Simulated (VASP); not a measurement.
# SrMg3 (P-6m2) in VASP: further runs

Runs on SrMg3. Level: LDA. Tasks: single point, relaxation of volume and atoms at fixed shape.

Program: VASP 6.6.1. These are calculated values, not measurements. Logs are shortened: lines on timing, memory, paths and dates and some standing lists are left out, and cuts for length are marked.

**1. The cell of the first run**

It takes space group P-6m2 (No. 187, hexagonal). The conventional cell has a = 3.485 Å, b = 3.485 Å, c = 10.685 Å, α = 90.00°, β = 90.00°, γ = 120.00°. Within 4.6 Å of Sr (site symmetry -6m2) lie 6 Sr at 3.48 Å and 6 Mg at 3.59 Å. Mg (site symmetry -6m2) has 12 Mg at 3.11 to 3.48 Å within 4.1 Å. Within 4.1 Å of Mg (site symmetry 3m) lie 9 Mg at 3.11 to 3.48 Å and 3 Sr at 3.59 Å.

**2. Single point, LDA**

The input, INCAR:

```
ALGO = Normal
EDIFF = 1E-6
ENCUT = 520
ISIF = 2
ISMEAR = -1
LASPH = T
LCHARG = F
LREAL = F
LWAVE = F
NBANDS = 16
NELM = 60
PREC = Accurate
SIGMA = 0.05
```

The input, KPOINTS:

```
k-points
0
Gamma
  6 6 2
```

The input, POSCAR:

```
SrMg3
1.0
    3.4848007496     -0.0000000028      0.0000000000
   -1.7424003724      3.0179259777      0.0000000000
    0.0000000000      0.0000000000     10.6851946439
Sr Mg
1 3
Direct
    0.6666666667      0.3333333333      0.5000000000
    0.6666666667      0.3333333333      0.0000000000
    0.0000000000      0.0000000000      0.2213546859
    0.0000000000      0.0000000000      0.7786453141
```

Potentials or basis: VASP PAW LDA potentials, release 64 (Sr_sv, Mg).

Command:

```console
cat potpaw_LDA.64/Sr_sv/POTCAR potpaw_LDA.64/Mg/POTCAR > POTCAR
mpirun -np 1 vasp_std > vasp.out
```

OUTCAR:

```text
EDIFF = 1E-6
   ENCUT = 520
   ISIF = 2
   ISMEAR = -1
   LASPH = T
   LREAL = F
   NELM = 60
   PREC = Accurate

 ion  position               nearest neighbor table
   1  0.667  0.333  0.500-   3 3.59   4 3.59   3 3.59   4 3.59   3 3.59   4 3.59
   2  0.667  0.333  0.000-   3 3.11   4 3.11   3 3.11   4 3.11   3 3.11   4 3.11
   3  0.000  0.000  0.221-   2 3.11   2 3.11   2 3.11   1 3.59   1 3.59   1 3.59
   4  0.000  0.000  0.779-   2 3.11   2 3.11   2 3.11   1 3.59   1 3.59   1 3.59

  LATTYP: Found a hexagonal cell.
 ALAT       =     3.4848007496
 C/A-ratio  =     3.0662282901

  Lattice vectors:

 A1 = (   3.4848007496,  -0.0000000028,   0.0000000000)
 A2 = (  -1.7424003724,   3.0179259777,   0.0000000000)
 A3 = (   0.0000000000,   0.0000000000,  10.6851946439)

Analysis of symmetry for initial positions (statically):
=====================================================================
 Subroutine PRICEL returns:
 Original cell was already a primitive cell.

 Routine SETGRP: Setting up the symmetry group for a
 hexagonal supercell.

 Subroutine GETGRP returns: Found 12 space group operations
 (whereof 12 operations were pure point group operations)
 out of a pool of 24 trial point group operations.

The static configuration has the point symmetry D_3h.

Analysis of symmetry for dynamics (positions and initial velocities):
=====================================================================
 Subroutine PRICEL returns:
 Original cell was already a primitive cell.

 Routine SETGRP: Setting up the symmetry group for a
 hexagonal supercell.

 Subroutine GETGRP returns: Found 12 space group operations
 (whereof 12 operations were pure point group operations)
 out of a pool of 24 trial point group operations.

The dynamic configuration has the point symmetry D_3h.

 Subroutine INISYM returns: Found 12 space group operations
 (whereof 12 operations are pure point group operations),
 and found     1 'primitive' translations

----------------------------------------------------------------------------------------

                                     Primitive cell

  volume of cell :     112.3748

  direct lattice vectors                    reciprocal lattice vectors
     3.484800750 -0.000000003  0.000000000     0.286960453  0.165676694  0.000000000
    -1.742400372  3.017925978  0.000000000     0.000000000  0.331353389  0.000000000
     0.000000000  0.000000000 10.685194644     0.000000000  0.000000000  0.093587439

  length of vectors
     3.484800750  3.484800750 10.685194644     0.331353389  0.331353389  0.093587439

  position of ions in fractional coordinates (direct lattice)
     0.666666667  0.333333333  0.500000000
     0.666666667  0.333333333  0.000000000
     0.000000000  0.000000000  0.221354686
     0.000000000  0.000000000  0.778645314

  ion indices of the primitive-cell ions
   primitive index   ion index
                 1           1
                 2           2
                 3           3
                 4           4

----------------------------------------------------------------------------------------

 KPOINTS: k-points

Automatic generation of k-mesh.
 Grid dimensions read from file:
 generate k-points for:    6    6    2

 Generating k-lattice:

  Cartesian coordinates                     Fractional coordinates (reciprocal lattice)
     0.047826742  0.027612782  0.000000000     0.166666667 -0.000000000  0.000000000
     0.000000000  0.055225565  0.000000000     0.000000000  0.166666667  0.000000000
     0.000000000  0.000000000  0.046793719     0.000000000  0.000000000  0.500000000

  Length of vectors
     0.055225565  0.055225565  0.046793719

  Shift w.r.t. Gamma in fractional coordinates (k-lattice)
     0.000000000  0.000000000  0.000000000

 Subroutine IBZKPT returns following result:
 ===========================================

 Found     14 irreducible k-points:

 Following reciprocal coordinates:
            Coordinates               Weight
  0.000000  0.000000  0.000000      1.000000
  0.166667  0.000000  0.000000      6.000000
  0.333333  0.000000  0.000000      6.000000
  0.500000 -0.000000  0.000000      3.000000
  0.166667  0.166667  0.000000      6.000000
  0.333333  0.166667  0.000000     12.000000
  0.333333  0.333333  0.000000      2.000000
  0.000000  0.000000  0.500000      1.000000
  0.166667  0.000000  0.500000      6.000000
  0.333333  0.000000  0.500000      6.000000
  0.500000 -0.000000  0.500000      3.000000
  0.166667  0.166667  0.500000      6.000000
  0.333333  0.166667  0.500000     12.000000
  0.333333  0.333333  0.500000      2.000000
   k-points           NKPTS =     14   k-points in BZ     NKDIM =     14   number of bands    NBANDS=     16
   number of dos      NEDOS =    301   number of ions     NIONS =      4
   total plane-waves  NPLWV =  62720
   dimension x,y,z NGX =    28 NGY =   28 NGZ =   80
   dimension x,y,z NGXF=    56 NGYF=   56 NGZF=  160
   ions per type =               1   3
   NGX,Y,Z   is equivalent  to a cutoff of  13.36, 13.36, 12.45 a.u.
   NGXF,Y,Z  is equivalent  to a cutoff of  26.72, 26.72, 24.89 a.u.
 SYSTEM =  unknown system
   PREC   = accura    normal or accurate (medium, high low for compatibility)
   ISTART =      0    job   : 0-new  1-cont  2-samecut
   ICHARG =      2    charge: 1-file 2-atom 10-const
   ISPIN  =      1    spin polarized calculation?
   LNONCOLLINEAR =      F non collinear calculations
   LSORBIT =      F    spin-orbit coupling
   LASPH  =      T    aspherical Exc in radial PAW
   ENCUT  =  520.0 eV  38.22 Ry    6.18 a.u.   6.48  6.48 19.87*2*pi/ulx,y,z
   NELM   =     60;   NELMIN=  2; NELMDL= -5     # of ELM steps
   EDIFF  = 0.1E-05   stopping-criterion for ELM
   LREAL  =      F    real-space projection
   EDIFFG = 0.1E-04   stopping-criterion for IOM
   NSW    =      0    number of steps for IOM
   IBRION =     -1    ionic relax: 0-MD 1-quasi-New 2-CG
   NFREE  =      0    steps in history (QN), initial steepest desc. (CG)
   ISIF   =      2    stress and relaxation
   ISYM   =      2    0-nonsym 1-usesym 2-fastsym
   POTIM  = 0.5000    time-step for ionic-motion
   TEBEG  =    0.0;   TEEND  =   0.0 temperature during run
   PSTRESS=    0.0 pullay stress
   NELECT =      16.0000    total number of electrons
   NUPDOWN=      -1.0000    fix difference up-down
   EMIN   =  10.00;   EMAX   =-10.00  energy-range for DOS
   EFERMI =   0.00;   METHOD = LEGACY
   ISMEAR =    -1;   SIGMA  =   0.05  broadening in eV -4-tet -1-fermi 0-gaus
   EFERMI_NEDOS =   21; number of points for ismear=-14 and -15
   IALGO  =     38    algorithm
   IMIX   =      4    mixing-type and parameters
     AMIX     =   0.40;   BMIX     =  1.00
     AMIX_MAG =   1.60;   BMIX_MAG =  1.00
  volume/ion in A,a.u.               =      28.09       189.59
  Fermi-wavevector in a.u.,A,eV,Ry     =   0.854854  1.615439  9.942797  0.730775
  Thomas-Fermi vector in A             =   1.971514
   LORBIT       =      0    0 simple, 1 ext, 2 COOP (PROOUT), +10 PAW based schemes
   GGA     = CA    functional components
   LHFCALC =     F    Hartree Fock is set to
   AEXX    =    0.0000 exact exchange contribution
   IVDW    =     0    specifies the selected vdW correction
   LEPSILON=     F    determine dielectric tensor
   LRPA    =     F    only Hartree local field effects (RPA)
 non-spin polarized calculation
  energy-cutoff  :      520.00
  volume of cell :      112.37
 maximum number of plane-waves:      3076
 NGX is ok and might be reduce to    28
   NGX = 13   NGY = 13   NGZ = 39

 number of electron      16.0000000 magnetization

 Free energy of the ion-electron system (eV)
  ---------------------------------------------------
  ext. energy  EPLUGINS =         0.00000000
  ---------------------------------------------------
  free energy    TOTEN  =        -6.72631286 eV

  energy without entropy =       -6.69815868  energy(sigma->0) =       -6.71223577

 E-fermi :   2.1489     XC(G=0):  -8.5498

 val. band max:        2.0875352343   @ k =   0.1667   0.0000   0.0000
 cond. band min:       2.1680723498   @ k =   0.3333   0.3333   0.5000
 fundamental gap:      0.0805371155
 Fermi energy:         2.1489329324

 k-point     1 :       0.0000    0.0000    0.0000
  band No.  band energies     occupation
      1     -33.5485      2.00000
      2     -15.6649      2.00000
      3     -15.2399      2.00000
      4     -15.2399      2.00000
      5      -3.8408      2.00000
      6      -2.3812      2.00000
[... 8 lines left out ...]
     15       8.3037      0.00000
     16      10.9603      0.00000

 k-point     2 :       0.1667    0.0000    0.0000
  band No.  band energies     occupation
      1     -33.5168      2.00000
      2     -15.6187      2.00000
      3     -15.5155      2.00000
      4     -15.2992      2.00000
      5      -3.3752      2.00000
      6      -1.9624      2.00000
[... 8 lines left out ...]
     15       7.4124      0.00000
     16       8.7247      0.00000

 k-point     3 :       0.3333    0.0000    0.0000
  band No.  band energies     occupation
      1     -33.4523      2.00000
      2     -16.0257      2.00000
      3     -15.5247      2.00000
      4     -15.4148      2.00000
      5      -2.0099      2.00000
      6      -0.7420      2.00000
[... 8 lines left out ...]
     15       6.6997      0.00000
     16       7.7634      0.00000

 k-point     4 :       0.5000   -0.0000    0.0000
  band No.  band energies     occupation
      1     -33.4196      2.00000
      2     -16.2638      2.00000
      3     -15.4767      2.00000
      4     -15.4712      2.00000
      5       0.0249      2.00000
      6       0.3640      2.00000
[... 8 lines left out ...]
     15       6.7823      0.00000
     16       7.6084      0.00000

 k-point     5 :       0.1667    0.1667    0.0000
  band No.  band energies     occupation
      1     -33.4686      2.00000
      2     -15.8528      2.00000
      3     -15.5485      2.00000
      4     -15.4420      2.00000
      5      -2.4596      2.00000
      6      -1.1401      2.00000
[... 8 lines left out ...]
     15       6.2720      0.00000
     16       7.3957      0.00000

 k-point     6 :       0.3333    0.1667    0.0000
  band No.  band energies     occupation
      1     -33.4197      2.00000
      2     -16.1386      2.00000
      3     -15.6169      2.00000
      4     -15.4770      2.00000
      5      -0.6746      2.00000
      6       0.4161      2.00000
[... 8 lines left out ...]
     15       6.1040      0.00000
     16       6.3354      0.00000

 k-point     7 :       0.3333    0.3333    0.0000
  band No.  band energies     occupation
      1     -33.4033      2.00000
      2     -15.9632      2.00000
      3     -15.9595      2.00000
      4     -15.4531      2.00000
      5       1.3446      2.00000
      6       1.3972      2.00000
[... 8 lines left out ...]
     15       4.8660      0.00000
     16       6.0459      0.00000

 k-point     8 :       0.0000    0.0000    0.5000
  band No.  band energies     occupation
      1     -33.5485      2.00000
      2     -15.6649      2.00000
      3     -15.2399      2.00000
      4     -15.2399      2.00000
      5      -3.7338      2.00000
      6      -2.8624      2.00000
[... 8 lines left out ...]
     15       8.1729      0.00000
     16      11.0284      0.00000

 k-point     9 :       0.1667    0.0000    0.5000
  band No.  band energies     occupation
      1     -33.5168      2.00000
      2     -15.6187      2.00000
      3     -15.5156      2.00000
      4     -15.2992      2.00000
      5      -3.2849      2.00000
      6      -2.3627      2.00000
[... 8 lines left out ...]
     15       7.7765      0.00000
     16       8.1204      0.00000

 k-point    10 :       0.3333    0.0000    0.5000
  band No.  band energies     occupation
      1     -33.4523      2.00000
      2     -16.0257      2.00000
      3     -15.5247      2.00000
      4     -15.4148      2.00000
      5      -1.9538      2.00000
      6      -0.9779      2.00000
[... 8 lines left out ...]
     15       6.9324      0.00000
     16       7.8837      0.00000

 k-point    11 :       0.5000   -0.0000    0.5000
  band No.  band energies     occupation
      1     -33.4196      2.00000
      2     -16.2638      2.00000
      3     -15.4767      2.00000
      4     -15.4712      2.00000
      5       0.0681      2.00000
      6       0.3408      2.00000
[... 8 lines left out ...]
     15       6.3726      0.00000
     16       7.9055      0.00000

 k-point    12 :       0.1667    0.1667    0.5000
  band No.  band energies     occupation
      1     -33.4686      2.00000
      2     -15.8528      2.00000
      3     -15.5485      2.00000
      4     -15.4420      2.00000
      5      -2.3944      2.00000
      6      -1.4179      2.00000
[... 8 lines left out ...]
     15       6.3819      0.00000
     16       7.1886      0.00000

 k-point    13 :       0.3333    0.1667    0.5000
  band No.  band energies     occupation
      1     -33.4197      2.00000
      2     -16.1386      2.00000
      3     -15.6169      2.00000
      4     -15.4770      2.00000
      5      -0.6478      2.00000
      6       0.3337      2.00000
[... 8 lines left out ...]
     15       5.7729      0.00000
     16       6.1118      0.00000

 k-point    14 :       0.3333    0.3333    0.5000
  band No.  band energies     occupation
      1     -33.4033      2.00000
      2     -15.9632      2.00000
      3     -15.9595      2.00000
      4     -15.4531      2.00000
      5       1.2629      2.00000
      6       1.5454      1.99999
[... 8 lines left out ...]
     15       5.4626      0.00000
     16       5.5288      0.00000

------------------------ aborting loop because EDIFF is reached ----------------------------------------

  FORCE on cell =-STRESS in cart. coord.  units (eV):
  Direction    XX          YY          ZZ          XY          YZ          ZX
  --------------------------------------------------------------------------------------
  -------------------------------------------------------------------------------------
  Total        0.2028330      0.2028330     -0.7935450     -0.0000000      0.0000000     -0.0000000
  in kB        2.8918791      2.8918791    -11.3139219     -0.0000000      0.0000000     -0.0000000
  external PRESSURE =      -1.8433879 kB  Pullay stress =       0.0000000 kB

 VOLUME and BASIS-vectors are now :
 -----------------------------------------------------------------------------
  energy-cutoff  :      520.00
  volume of cell :      112.37
      direct lattice vectors                 reciprocal lattice vectors
     3.484800750 -0.000000003  0.000000000     0.286960453  0.165676694  0.000000000
    -1.742400372  3.017925978  0.000000000     0.000000000  0.331353389  0.000000000
     0.000000000  0.000000000 10.685194644     0.000000000  0.000000000  0.093587439

 POSITION                                       TOTAL-FORCE (eV/Angst)
 -----------------------------------------------------------------------------------
      1.74240      1.00598      5.34260         0.000000      0.000000      0.000000
      1.74240      1.00598      0.00000        -0.000000     -0.000000      0.000000
      0.00000      0.00000      2.36522        -0.000000     -0.000000     -0.006034
      0.00000      0.00000      8.31998        -0.000000     -0.000000      0.006034
 -----------------------------------------------------------------------------------
    total drift:                               -0.000000      0.000000      0.000000

  FREE ENERGIE OF THE ION-ELECTRON SYSTEM (eV)
  ---------------------------------------------------
  free  energy   TOTEN  =        -6.7263128578 eV

  energy  without entropy=       -6.6981586817  energy(sigma->0) =       -6.71223577
```

Wall time 56 s (1 thread of Intel Xeon Platinum 8375C at 2.90GHz (Ice Lake), shared host); peak memory 0.2 GiB.

What came out:

| Quantity | Value |
| --- | --- |
| Free energy | -6.7263 eV |
| Pressure | -0.2 GPa |
| Largest force | 0.006 eV/Å |
| Band gap on the k mesh | zero (bands 8 and 9 overlap by 0.92 eV) |

Forces on the atoms (eV/Å):
```
Sr   0.000  0.000  0.000
Mg   0.000  0.000  0.000
Mg   0.000  0.000 -0.006
Mg   0.000  0.000  0.006
```

Levels at points of the mesh, in eV from the Fermi level:
```csv
k point,band 4,band 5,band 6,band 7,band 8,band 9,band 10,band 11,band 12,band 13
"(0.00, 0.00, 0.00)",-17.39,-5.99,-4.53,-3.73,-0.88,-0.24,3.13,3.13,3.13,5.73
"(0.50, 0.00, 0.00)",-17.62,-2.12,-1.78,-1.31,-0.72,-0.70,0.75,1.37,1.38,3.63
"(0.00, 0.00, 0.50)",-17.39,-5.88,-5.01,-2.48,-2.39,0.50,3.07,3.13,3.13,5.72
"(0.50, 0.00, 0.50)",-17.62,-2.08,-1.81,-1.42,-0.62,-0.41,-0.08,1.71,2.31,2.83
```

[end of part 1 of 2]
